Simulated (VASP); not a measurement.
Wanted: the native input for a VASP 6.6.1 run.

```yaml
Task: single point
Functional: revPBE
Potentials_or_basis: VASP PAW PBE potentials, release 64 (Mg)
Cutoff: 520 eV
k_mesh: 21 × 21 × 10
Occupations: fermi-dirac, width 0.1 eV
Spin: no spin polarisation
Dipole_correction: no
Further_INCAR_settings: ALGO = Normal; EDIFF = 1e-06; NBANDS = 9
```

The structure of Mg lies in POSCAR:

```
Mg
1.0
   -2.1142272913      1.7398724721      1.5498981188
    1.7398724721     -2.1142272913      1.5498981188
    3.9022752565      3.9022752565     -2.2355296557
Mg
2
Direct
    0.9584144310      0.0415855690      1.0000000000
    0.7915855690      0.2084144310      0.5000000000
```

This cell differs from its parent crystal: volume scaled by 0.92.

These files were run (other wordings do the same):

INCAR

```
ALGO = Normal ; EDIFF = 1E-6
ENCUT = 520 ; GGA = RE
ISIF = 2 ; ISMEAR = -1
LASPH = T ; LCHARG = T
LELF = T ; LREAL = F
LVHAR = T ; LWAVE = F
NBANDS = 9 ; NELM = 60
PREC = Accurate ; SIGMA = 0.1
```

KPOINTS

```
k-points
0
Gamma
  21 21 10
```

Potentials or basis: VASP PAW PBE potentials, release 64 (Mg).

Run with:

```console
$ cat potpaw_PBE.64/Mg/POTCAR > POTCAR
$ mpirun -np 1 vasp_std > vasp.out
```

It gave:

| Quantity | Value |
| --- | --- |
| Pressure | 3.2 GPa |
| Band gap on the k mesh | zero (band 2 reaches 4.06 eV, above the bottom of band 3 at 1.89 eV) |

Caveat: the PAW data sets were made with another functional, which shifts forces and pressure a little.

Wall time 7.4 min on 1 thread of AMD EPYC 9755 128-Core Processor (shared host), peak memory 0.49 GiB.
